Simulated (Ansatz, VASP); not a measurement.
ZnS: VASP beside Ansatz

POSCAR

```
ZnS
1.0
    3.8658679689      0.0000000000      0.0000000000
   -1.9329339845      3.3479398688      0.0000000000
    0.0000000000      0.0000000000     12.0924711888
Zn S
4 4
Direct
    0.0000000000      0.0000000000      0.0001143924
    0.0000000000      0.0000000000      0.5001143924
    0.3333333333      0.6666666667      0.2500706174
    0.6666666667      0.3333333333      0.7500706174
    0.0000000000      0.0000000000      0.1872361436
    0.0000000000      0.0000000000      0.6872361436
    0.3333333333      0.6666666667      0.4375788466
    0.6666666667      0.3333333333      0.9375788466
```

The input INCAR.step1:

```
SYSTEM = ZnS
  ALGO = Normal
  EDIFF = 1E-4
  ENCUT = 520
  GGA = PE
  ISMEAR = 0
  LASPH = .TRUE.
  LCHARG = .FALSE.
  LREAL = .FALSE.
  LWAVE = .TRUE.
  NBANDS = 46
  NELM = 100
  PREC = Accurate
  SIGMA = 0.05
```

Contents of INCAR.step2:

```
SYSTEM = ZnS
  ALGO = Normal
  EDIFF = 1E-7
  ENCUT = 520
  ISIF = 2
  ISMEAR = 0
  ISTART = 1
  LASPH = .TRUE.
  LCHARG = .TRUE.
  LELF = .TRUE.
  LMIXTAU = .TRUE.
  LREAL = .FALSE.
  LVHAR = .TRUE.
  LWAVE = .FALSE.
  METAGGA = R2SCAN
  NBANDS = 46
  NELM = 100
  PREC = Accurate
  SIGMA = 0.05
```

File KPOINTS:

```
k-points
0
G
  6 6 2
  0 0 0
```

Input for Ansatz:

```yaml
crystal:
  lattice:
    - [3.8658679689, 0.0, 0.0]
    - [-1.9329339845, 3.3479398688, 0.0]
    - [0.0, 0.0, 12.0924711888]
  atoms:
    - { symbol: Zn, position: [0.0, 0.0, 0.0001143924] }
    - { symbol: Zn, position: [0.0, 0.0, 0.5001143924] }
    - { symbol: Zn, position: [0.3333333333, 0.6666666667, 0.2500706174] }
    - { symbol: Zn, position: [0.6666666667, 0.3333333333, 0.7500706174] }
    - { symbol: S, position: [0.0, 0.0, 0.1872361436] }
    - { symbol: S, position: [0.0, 0.0, 0.6872361436] }
    - { symbol: S, position: [0.3333333333, 0.6666666667, 0.4375788466] }
    - { symbol: S, position: [0.6666666667, 0.3333333333, 0.9375788466] }
basis:
  ecutwfc: 500
kpoints:
  mp_grid: { grid: [6, 6, 2] }
hamiltonian:
  xc: r2scan
scf:
  occupations: { method: gaussian, width: 0.05 }
output:
  forces: true
  stress: true
  eigenvalues: true
```

Change from the starting cell: strain +0.015 along x and y, -0.030 along z, atoms carried along.

Alike in both runs: task single point; functional r2SCAN; k mesh 6 × 6 × 2; occupations gaussian, width 0.05 eV; no spin polarisation.

|  | VASP | Ansatz |
| --- | --- | --- |
| version | VASP 6.6.1 | Ansatz 0.2.0 |
| potentials or method | VASP PAW PBE potentials, release 64 (Zn, S), cutoff 520 eV | scalar-relativistic, plane waves, PAW |
| valence electrons in the cell | 72 | 72 |

VASP gave:

* gap on the k mesh at the Fermi level (eV): 2.70
* least direct gap on the mesh (eV): 2.70
* pressure (GPa): 0.4
* traceless stress, the component that is largest in VASP (GPa): 4.75
* rms of the force components (eV/Å): 0.204

Problem. Which values does Ansatz return?

Solution. gap on the k mesh at the Fermi level (eV): 2.69; least direct gap on the mesh (eV): 2.69; pressure (GPa): 0.4; traceless stress, the component that is largest in VASP (GPa): 4.74; rms of the force components (eV/Å): 0.209.

VASP's potentials were made for PBE, not for r2SCAN. Atom by atom the forces differ by 0.005 eV/Å (rms over components). The functional is the same, so the differences come from potentials, cutoffs and numerics.
